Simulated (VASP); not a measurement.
# Sb (Pm-3n) in VASP: relaxation of cell and atoms with r2SCAN

Aim: the relaxation of cell and atoms of Sb with r2SCAN.

All numbers are computed with VASP 6.6.1; they aren't measurements. Logs are shortened: lines on timing, memory, paths and dates and some standing lists are left out, and cuts for length are marked.

### 1 The cell of the first run

Symmetry: Pm-3n, No. 223, cubic system. Conventional cell: a = 6.068 Å, b = 6.068 Å, c = 6.068 Å, α = 90.00°, β = 90.00°, γ = 90.00°. Sb (site symmetry m-3) has 12 Sb at 3.39 Å within 4.5 Å. Within 4.0 Å of Sb (site symmetry -4m2) lie 14 Sb at 3.03 to 3.72 Å.

### 2 Relaxation of cell and atoms, r2SCAN

POSCAR

```
Sb
1.0
    6.0677348465      0.0000000000      0.0000000000
    0.0000000000      6.0677348465      0.0000000000
    0.0000000000      0.0000000000      6.0677348465
Sb
8
Direct
    0.5000000000      0.5000000000      0.5000000000
    0.0000000000      0.0000000000      0.0000000000
    0.2500000000      0.0000000000      0.5000000000
    0.5000000000      0.2500000000      0.0000000000
    0.5000000000      0.7500000000      0.0000000000
    0.7500000000      0.0000000000      0.5000000000
    0.0000000000      0.5000000000      0.7500000000
    0.0000000000      0.5000000000      0.2500000000
```

INCAR.step1

```
SYSTEM = Sb
PREC = Accurate
ENCUT = 600
ISMEAR = 0
SIGMA = 0.1
LREAL = .FALSE.
LASPH = .TRUE.
NELM = 80
GGA = PE
ALGO = Normal
EDIFF = 1E-4
LWAVE = .TRUE.
LCHARG = .FALSE.
```

INCAR.step2

```
SYSTEM = Sb
PREC = Accurate
ENCUT = 600
EDIFF = 1E-7
ISMEAR = 0
SIGMA = 0.1
LREAL = .FALSE.
LASPH = .TRUE.
NELM = 80
ALGO = Normal
ISIF = 3
LWAVE = .FALSE.
LCHARG = .FALSE.
METAGGA = R2SCAN
LMIXTAU = .TRUE.
IBRION = 2
NSW = 100
EDIFFG = -0.01
ISTART = 1
```

KPOINTS

```
Automatic mesh
0
G
  6 6 6
  0 0 0
```

Potentials or basis: VASP PAW PBE potentials, release 64 (Sb).

The run is started by

```bash
$ cat potpaw_PBE.64/Sb/POTCAR > POTCAR
$ cp INCAR.step1 INCAR
$ mpirun -np 1 vasp_std > vasp.out
$ cp INCAR.step2 INCAR
$ mpirun -np 1 vasp_std > vasp.out
```

OUTCAR:

```text
SYSTEM = Sb
   PREC = Accurate
   ENCUT = 600
   EDIFF = 1E-7
   ISMEAR = 0
   LREAL = .FALSE.
   LASPH = .TRUE.
   NELM = 80
   ISIF = 3
   METAGGA = R2SCAN
   IBRION = 2
   NSW = 100
   EDIFFG = -0.01
   ISTART = 1

 ion  position               nearest neighbor table
   1  0.500  0.500  0.500-   3 3.39   4 3.39   5 3.39   6 3.39   7 3.39   8 3.39   4 3.39   5 3.39
                             3 3.39   6 3.39   7 3.39   8 3.39
   2  0.000  0.000  0.000-   3 3.39   4 3.39   5 3.39   6 3.39   7 3.39   8 3.39   3 3.39   6 3.39
                             7 3.39   8 3.39   4 3.39   5 3.39
   3  0.250  0.000  0.500-   6 3.03   6 3.03   1 3.39   2 3.39   1 3.39   2 3.39   8 3.72   7 3.72
                             8 3.72   7 3.72   4 3.72   5 3.72   4 3.72   5 3.72
   4  0.500  0.250  0.000-   5 3.03   5 3.03   1 3.39   1 3.39   2 3.39   2 3.39   8 3.72   7 3.72
                             7 3.72   8 3.72   6 3.72   3 3.72   3 3.72   6 3.72
   5  0.500  0.750  0.000-   4 3.03   4 3.03   1 3.39   1 3.39   2 3.39   2 3.39   8 3.72   7 3.72
                             7 3.72   8 3.72   6 3.72   3 3.72   3 3.72   6 3.72
   6  0.750  0.000  0.500-   3 3.03   3 3.03   1 3.39   2 3.39   1 3.39   2 3.39   8 3.72   7 3.72
                             8 3.72   7 3.72   5 3.72   4 3.72   4 3.72   5 3.72
   7  0.000  0.500  0.750-   8 3.03   8 3.03   1 3.39   2 3.39   2 3.39   1 3.39   3 3.72   4 3.72
                             5 3.72   3 3.72   6 3.72   6 3.72   4 3.72   5 3.72
   8  0.000  0.500  0.250-   7 3.03   7 3.03   1 3.39   2 3.39   2 3.39   1 3.39   3 3.72   4 3.72
                             5 3.72   3 3.72   6 3.72   6 3.72   4 3.72   5 3.72

  LATTYP: Found a simple cubic cell.
 ALAT       =     6.0677348465

  Lattice vectors:

 A1 = (   6.0677348465,   0.0000000000,   0.0000000000)
 A2 = (   0.0000000000,   6.0677348465,   0.0000000000)
 A3 = (   0.0000000000,   0.0000000000,   6.0677348465)

Analysis of symmetry for initial positions (statically):
=====================================================================
 Subroutine PRICEL returns:
 Original cell was already a primitive cell.

 Routine SETGRP: Setting up the symmetry group for a
 simple cubic supercell.

 Subroutine GETGRP returns: Found 48 space group operations
 (whereof 24 operations were pure point group operations)
 out of a pool of 48 trial point group operations.

The static configuration has the point symmetry T_h .
 The point group associated with its full space group is O_h .

Analysis of symmetry for dynamics (positions and initial velocities):
=====================================================================
 Subroutine PRICEL returns:
 Original cell was already a primitive cell.

 Routine SETGRP: Setting up the symmetry group for a
 simple cubic supercell.

 Subroutine GETGRP returns: Found 48 space group operations
[... 106 lines left out ...]
   LNONCOLLINEAR =      F non collinear calculations
   LSORBIT =      F    spin-orbit coupling
   LASPH  =      T    aspherical Exc in radial PAW
   ENCUT  =  600.0 eV  44.10 Ry    6.64 a.u.  12.12 12.12 12.12*2*pi/ulx,y,z
   NELM   =     80;   NELMIN=  2; NELMDL=  0     # of ELM steps
   EDIFF  = 0.1E-06   stopping-criterion for ELM
   LREAL  =      F    real-space projection
   EDIFFG = -.1E-01   stopping-criterion for IOM
   NSW    =    100    number of steps for IOM
   IBRION =      2    ionic relax: 0-MD 1-quasi-New 2-CG
   NFREE  =      1    steps in history (QN), initial steepest desc. (CG)
   ISIF   =      3    stress and relaxation
   ISYM   =      2    0-nonsym 1-usesym 2-fastsym
   POTIM  = 0.5000    time-step for ionic-motion
   TEBEG  =    0.0;   TEEND  =   0.0 temperature during run
   PSTRESS=    0.0 pullay stress
   NELECT =      40.0000    total number of electrons
   NUPDOWN=      -1.0000    fix difference up-down
   EMIN   =  10.00;   EMAX   =-10.00  energy-range for DOS
   EFERMI =   0.00;   METHOD = LEGACY
   ISMEAR =     0;   SIGMA  =   0.10  broadening in eV -4-tet -1-fermi 0-gaus
   EFERMI_NEDOS =   21; number of points for ismear=-14 and -15
   IALGO  =     38    algorithm
   IMIX   =      4    mixing-type and parameters
     AMIX     =   0.40;   BMIX     =  1.00
     AMIX_MAG =   1.60;   BMIX_MAG =  1.00
  volume/ion in A,a.u.               =      27.92       188.45
  Fermi-wavevector in a.u.,A,eV,Ry     =   0.922716  1.743681 11.584076  0.851406
  Thomas-Fermi vector in A             =   2.048274
   LORBIT       =      0    0 simple, 1 ext, 2 COOP (PROOUT), +10 PAW based schemes
   METAGGA = R2SCAN    functional components
   LHFCALC =     F    Hartree Fock is set to
   AEXX    =    0.0000 exact exchange contribution
   IVDW    =     0    specifies the selected vdW correction
   LEPSILON=     F    determine dielectric tensor
   LRPA    =     F    only Hartree local field effects (RPA)
 conjugate gradient relaxation of ions
 non-spin polarized calculation
 Gauss-broadening in eV      SIGMA  =   0.10
  energy-cutoff  :      600.00
  volume of cell :      223.40
 maximum number of plane-waves:      7568
   NGX = 25   NGY = 25   NGZ = 25

--------------------------------------- Ionic step        1  -------------------------------------------

 number of electron      39.9999998 magnetization

 Free energy of the ion-electron system (eV)
  ---------------------------------------------------
  ext. energy  EPLUGINS =         0.00000000
  ---------------------------------------------------
  free energy    TOTEN  =      -201.32188791 eV

  energy without entropy =     -201.28734224  energy(sigma->0) =     -201.30461507

------------------------ aborting loop because EDIFF is reached ----------------------------------------

  FORCE on cell =-STRESS in cart. coord.  units (eV):
  Direction    XX          YY          ZZ          XY          YZ          ZX
  --------------------------------------------------------------------------------------
  -------------------------------------------------------------------------------------
  Total       -0.8653986     -0.8653986     -0.8653986      0.0000000     -0.0000000     -0.0000000
  in kB       -6.2065032     -6.2065032     -6.2065032      0.0000000     -0.0000000     -0.0000000
  external PRESSURE =      -6.2065032 kB  Pullay stress =       0.0000000 kB
[... 71 lines left out ...]
--------------------------------------- Ionic step        3  -------------------------------------------

 number of electron      40.0000001 magnetization

 Free energy of the ion-electron system (eV)
  ---------------------------------------------------
  ext. energy  EPLUGINS =         0.00000000
  ---------------------------------------------------
  free energy    TOTEN  =      -201.32661304 eV

  energy without entropy =     -201.29251053  energy(sigma->0) =     -201.30956178

 E-fermi :   8.1715     XC(G=0): -10.6816

 val. band max:        8.1659501427   @ k =   0.3333   0.1667   0.1667
 cond. band min:       8.1819603389   @ k =   0.1667   0.1667   0.0000
 fundamental gap:      0.0160101962
 Fermi energy:         8.1715148133

 k-point     1 :       0.0000    0.0000    0.0000
  band No.  band energies     occupation
      1      -5.2787      2.00000
      2      -2.1464      2.00000
      3      -2.1464      2.00000
      4      -1.8359      2.00000
      5      -0.2218      2.00000
      6      -0.2218      2.00000
[... 584 lines left out ...]
  FREE ENERGIE OF THE ION-ELECTRON SYSTEM (eV)
  ---------------------------------------------------
  free  energy   TOTEN  =      -201.3266130392 eV

  energy  without entropy=     -201.2925105291  energy(sigma->0) =     -201.30956178

 reached required accuracy - stopping structural energy minimisation
```

OUTCAR.step1:

```text
SYSTEM = Sb
   PREC = Accurate
   ENCUT = 600
   ISMEAR = 0
   LREAL = .FALSE.
   LASPH = .TRUE.
   NELM = 80
[... 806 lines left out ...]
      4.55080      0.00000      3.03387         0.000000      0.000000      0.000000
      0.00000      3.03387      4.55080        -0.000000      0.000000      0.000000
      0.00000      3.03387      1.51693         0.000000     -0.000000     -0.000000
 -----------------------------------------------------------------------------------
    total drift:                               -0.000000     -0.000000      0.000000

  FREE ENERGIE OF THE ION-ELECTRON SYSTEM (eV)
  ---------------------------------------------------
  free  energy   TOTEN  =       -30.0719242098 eV

  energy  without entropy=      -30.0357823649  energy(sigma->0) =      -30.05385329
```

Wall time 22 min (1 thread of Oxide Virtual Turin-like, shared host); peak memory 0.39 GiB.

Results:

| Property | Result |
| --- | --- |
| Free energy | -201.3266 eV |
| Relaxed volume | 27.62 Å³/atom |
| Relaxed cell | a = 6.046 Å, b = 6.046 Å, c = 6.046 Å, α = 90.00°, β = 90.00°, γ = 90.00° |
| Space group after relaxing (to 0.1 Å) | Pm-3n (No. 223) |
| Energy gained by relaxing | 0.6 meV/atom |
| Ionic steps | 3 |
| Pressure after relaxing | 0.0 GPa |
| Band gap on the k mesh | zero (bands 20 and 21 overlap by 0.57 eV) |

The path:
```csv
step,energy change (eV),largest force (eV/Å),pressure (GPa),volume (Å³)
1,0.0000,0.0000,-0.62,223.40
2,-0.0037,0.0000,0.30,219.92
3,-0.0047,0.0000,0.01,221.00
```

Final structure:
```cif
data_structure
_symmetry_space_group_name_H-M 'P 1'
_symmetry_Int_Tables_number 1
_cell_length_a 6.0459
_cell_length_b 6.0459
_cell_length_c 6.0459
_cell_angle_alpha 90.000
_cell_angle_beta 90.000
_cell_angle_gamma 90.000
_cell_volume 221.00
loop_
_atom_site_label
_atom_site_type_symbol
_atom_site_fract_x
_atom_site_fract_y
_atom_site_fract_z
_atom_site_occupancy
Sb1 Sb 0.50000 0.50000 0.50000 1
Sb2 Sb 0.00000 0.00000 0.00000 1
Sb3 Sb 0.25000 0.00000 0.50000 1
Sb4 Sb 0.50000 0.25000 0.00000 1
Sb5 Sb 0.50000 0.75000 0.00000 1
Sb6 Sb 0.75000 0.00000 0.50000 1
Sb7 Sb 0.00000 0.50000 0.75000 1
Sb8 Sb 0.00000 0.50000 0.25000 1
```

Caveat: the highest band is partly filled, so the run has too few bands; the PAW data sets were made with another functional, which shifts forces and pressure a little; spin-orbit coupling is left out, which moves the levels of the heavy elements.
